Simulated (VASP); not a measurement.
# Ge3N4 (P6_3/m) in VASP: notebook, part 2 of 2

VASP 6.6.1. The steps go on from the part before.

**4. Relaxation of cell and atoms, PBE**

This run uses another cell than the first one, of 12.36 Å³/atom, 0.971 times its volume.

The input, INCAR:

```
SYSTEM = Ge3N4
  PREC = Accurate
  ENCUT = 600
  EDIFF = 1E-7
  ISMEAR = 0
  SIGMA = 0.1
  LREAL = .False.
  LASPH = .True.
  NELM = 120
  ALGO = Normal
  ISIF = 3
  LWAVE = .False.
  LCHARG = .False.
  GGA = PE
  IBRION = 2
  NSW = 60
  EDIFFG = -0.04
  GGA_COMPAT = .False.
  NELMIN = 4
```

The input, KPOINTS:

```
Automatic mesh
0
Gamma
  3 3 6
  0 0 0
```

The input, POSCAR:

```
Ge3N4
1.0
    8.0509319300      0.0000000000      0.0000000000
   -4.0254659700      6.9723110200      0.0000000000
    0.0000000000      0.0000000000      3.0835213700
Ge N
6 8
Direct
    0.8291482900      0.2354845000      0.7500000000
    0.5936638100      0.8291482900      0.2500000000
    0.2354845000      0.4063361900      0.2500000000
    0.7645155200      0.5936638100      0.7500000000
    0.4063361900      0.1708516900      0.7500000000
    0.1708516900      0.7645155200      0.2500000000
    0.6666666900      0.3333333400      0.7500000000
    0.3333333400      0.6666666900      0.2500000000
    0.6696316000      0.9727169900      0.7500000000
    0.6969146100      0.6696316000      0.2500000000
    0.9727169900      0.3030853900      0.2500000000
    0.0272830200      0.6969146100      0.7500000000
    0.3303684000      0.0272830200      0.2500000000
    0.3030853900      0.3303684000      0.7500000000
```

Potentials or basis: VASP PAW PBE potentials, release 64 (Ge_d, N).

On the command line:

```bash
$ cat potpaw_PBE.64/Ge_d/POTCAR potpaw_PBE.64/N/POTCAR > POTCAR
$ mpirun -np 1 vasp_std > vasp.out
```

OUTCAR:

```text
SYSTEM = Ge3N4
   PREC = Accurate
   ENCUT = 600
   EDIFF = 1E-7
   ISMEAR = 0
   LREAL = .False.
   LASPH = .True.
   NELM = 120
   ISIF = 3
   GGA = PE
   IBRION = 2
   NSW = 60
   EDIFFG = -0.04
   NELMIN = 4

 ion  position               nearest neighbor table
   1  0.829  0.235  0.750-   7 1.83  11 1.84  11 1.84   9 1.85
   2  0.594  0.829  0.250-   8 1.83   9 1.84   9 1.84  10 1.85
   3  0.235  0.406  0.250-   8 1.83  14 1.84  14 1.84  11 1.85
   4  0.765  0.594  0.750-   7 1.83  10 1.84  10 1.84  12 1.85
   5  0.406  0.171  0.750-   7 1.83  13 1.84  13 1.84  14 1.85
   6  0.171  0.765  0.250-   8 1.83  12 1.84  12 1.84  13 1.85
   7  0.667  0.333  0.750-   1 1.83   4 1.83   5 1.83
   8  0.333  0.667  0.250-   2 1.83   6 1.83   3 1.83
   9  0.670  0.973  0.750-   2 1.84   2 1.84   1 1.85
  10  0.697  0.670  0.250-   4 1.84   4 1.84   2 1.85
  11  0.973  0.303  0.250-   1 1.84   1 1.84   3 1.85
  12  0.027  0.697  0.750-   6 1.84   6 1.84   4 1.85
  13  0.330  0.027  0.250-   5 1.84   5 1.84   6 1.85
  14  0.303  0.330  0.750-   3 1.84   3 1.84   5 1.85

  LATTYP: Found a hexagonal cell.
 ALAT       =     8.0509319300
 C/A-ratio  =     0.3830017937

  Lattice vectors:

 A1 = (   8.0509319300,   0.0000000000,   0.0000000000)
 A2 = (  -4.0254659700,   6.9723110200,   0.0000000000)
[... 179 lines left out ...]

--------------------------------------- Ionic step        1  -------------------------------------------

 number of electron     124.0000036 magnetization

 Free energy of the ion-electron system (eV)
  ---------------------------------------------------
  ext. energy  EPLUGINS =         0.00000000
  ---------------------------------------------------
  free energy    TOTEN  =       -94.20666910 eV

  energy without entropy =      -94.20666910  energy(sigma->0) =      -94.20666910

------------------------ aborting loop because EDIFF is reached ----------------------------------------

  FORCE on cell =-STRESS in cart. coord.  units (eV):
  Direction    XX          YY          ZZ          XY          YZ          ZX
  --------------------------------------------------------------------------------------
  -------------------------------------------------------------------------------------
  Total        5.2926503      5.2926494      5.7014767     -0.0000011     -0.0000000      0.0000000
  in kB       48.9907301     48.9907223     52.7749791     -0.0000098     -0.0000000      0.0000000
  external PRESSURE =      50.2521438 kB  Pullay stress =       0.0000000 kB
[... 83 lines left out ...]
--------------------------------------- Ionic step        3  -------------------------------------------

 number of electron     124.0000007 magnetization

 Free energy of the ion-electron system (eV)
  ---------------------------------------------------
  ext. energy  EPLUGINS =         0.00000000
  ---------------------------------------------------
  free energy    TOTEN  =       -94.27611105 eV

  energy without entropy =      -94.27611105  energy(sigma->0) =      -94.27611105

 E-fermi :   5.3038     XC(G=0): -10.7196

 val. band max:        4.8376834754   @ k =   0.0000   0.0000   0.0000
 cond. band min:       6.7074714480   @ k =   0.0000   0.0000   0.0000
 fundamental gap:      1.8697879727
 Fermi energy:         5.3038354737

 k-point     1 :       0.0000    0.0000    0.0000
  band No.  band energies     occupation
      1     -19.6905      2.00000
      2     -19.6655      2.00000
      3     -19.6655      2.00000
      4     -19.6619      2.00000
      5     -19.6271      2.00000
      6     -19.6271      2.00000
[... 954 lines left out ...]
  FREE ENERGIE OF THE ION-ELECTRON SYSTEM (eV)
  ---------------------------------------------------
  free  energy   TOTEN  =       -94.2761110489 eV

  energy  without entropy=      -94.2761110489  energy(sigma->0) =      -94.27611105

 reached required accuracy - stopping structural energy minimisation
```

CONTCAR:

```text
Ge3N4
   1.00000000000000
     8.1191684791186631    0.0000000135914847    0.0000000000000000
    -4.0595842564570361    7.0314055840825134   -0.0000000000000000
     0.0000000000000000   -0.0000000000000000    3.1116748458681700
  Ge              N
     6     8
Direct
     0.8293206771884046    0.2355631416654005    0.7500000000000000
[... 17 lines left out ...]
  0.00000000E+00  0.00000000E+00  0.00000000E+00
  0.00000000E+00  0.00000000E+00  0.00000000E+00
  0.00000000E+00  0.00000000E+00  0.00000000E+00
  0.00000000E+00  0.00000000E+00  0.00000000E+00
  0.00000000E+00  0.00000000E+00  0.00000000E+00
  0.00000000E+00  0.00000000E+00  0.00000000E+00
  0.00000000E+00  0.00000000E+00  0.00000000E+00
  0.00000000E+00  0.00000000E+00  0.00000000E+00
  0.00000000E+00  0.00000000E+00  0.00000000E+00
  0.00000000E+00  0.00000000E+00  0.00000000E+00
  0.00000000E+00  0.00000000E+00  0.00000000E+00
```

It took 8.4 min on 1 thread of Intel Xeon Platinum 8559C (Emerald Rapids), shared host; peak memory 0.41 GiB.

What came out:

```yaml
Free_energy: -94.2761 eV
Relaxed_volume: 12.69 Å³/atom
Relaxed_cell: a = 8.119 Å, b = 8.119 Å, c = 3.112 Å, α = 90.00°, β = 90.00°, γ = 120.00°
Space_group_after_relaxing_to_0.05_Å: P6_3/m (No. 176)
Energy_gained_by_relaxing: 5.0 meV/atom
Ionic_steps: 3
Pressure_after_relaxing: 0.0 GPa
Largest_force_after_relaxing: 0.016 eV/Å
Band_gap_on_the_k_mesh: 1.87 eV, direct
```

Forces in eV/Å, atoms in the order of the input:
```
Ge  -0.001  0.007  0.000
Ge  -0.007  0.002  0.000
Ge   0.005  0.005  0.000
Ge  -0.005 -0.005  0.000
Ge   0.007 -0.002  0.000
Ge   0.001 -0.007  0.000
N    0.000  0.000  0.000
N    0.000  0.000  0.000
N    0.005 -0.015  0.000
N    0.015 -0.004  0.000
N   -0.011 -0.012  0.000
N    0.011  0.012  0.000
N   -0.005  0.015  0.000
N   -0.015  0.004  0.000
```

Stress tensor (GPa, compression positive):
```
 0.02  0.00  0.00
 0.00  0.02  0.00
 0.00  0.00 -0.15
```

The path:
```
step  energy change (eV)  largest force (eV/Å)  pressure (GPa)  volume (Å³)
   1              0.0000                0.0526            5.03       173.09
   2              0.0189                0.0521           -5.11       182.99
   3             -0.0694                0.0158           -0.04       177.64
```

Final structure:
```
CELL_PARAMETERS angstrom
8.11917 0.00000 0.00000
-4.05958 7.03141 0.00000
0.00000 0.00000 3.11167
ATOMIC_POSITIONS crystal
Ge 0.82932 0.23556 0.75000
Ge 0.59376 0.82932 0.25000
Ge 0.23556 0.40624 0.25000
Ge 0.76444 0.59376 0.75000
Ge 0.40624 0.17068 0.75000
Ge 0.17068 0.76444 0.25000
N 0.66667 0.33333 0.75000
N 0.33333 0.66667 0.25000
N 0.66963 0.97277 0.75000
N 0.69686 0.66963 0.25000
N 0.97277 0.30314 0.25000
N 0.02723 0.69686 0.75000
N 0.33037 0.02723 0.25000
N 0.30314 0.33037 0.75000
```

Levels at points of the mesh, in eV from the valence-band top:
```tsv
k point	band 60	band 61	band 62	band 63	band 64	band 65
(0.00, 0.00, 0.00)	-0.44	-0.22	0.00	1.87	3.27	3.27
(0.00, 0.00, 0.50)	-1.17	-1.17	-1.17	4.24	4.24	4.24
```

**5. Overview**

```tsv
task	cell	k mesh	smearing	gap on the mesh (eV)	pressure (GPa)	largest force (eV/Å)
single point	a = 8.129, b = 8.129, c = 3.114 Å, angles 90.0, 90.0, 120.0°, 14 atoms	6 × 6 × 8	gaussian 0.02 eV	1.83	-0.6	0.01
single point	a = 8.125, b = 8.125, c = 3.114 Å, angles 90.0, 90.0, 120.0°, 14 atoms	3 × 3 × 6	gaussian 0.1 eV	1.85	-0.4	0.01
relaxation of cell and atoms	relaxed from a = 8.051, b = 8.051, c = 3.084 Å, angles 90.0, 90.0, 120.0°, 14 atoms	3 × 3 × 6	gaussian 0.1 eV	1.87	0.0	0.02
```

Alike in all rows: level PBE; potentials or basis VASP PAW PBE potentials, release 64 (Ge_d, N); no spin polarisation; cutoff (eV) 600.

Total energies depend on the potentials used, so only differences within one code and one set of settings carry meaning.
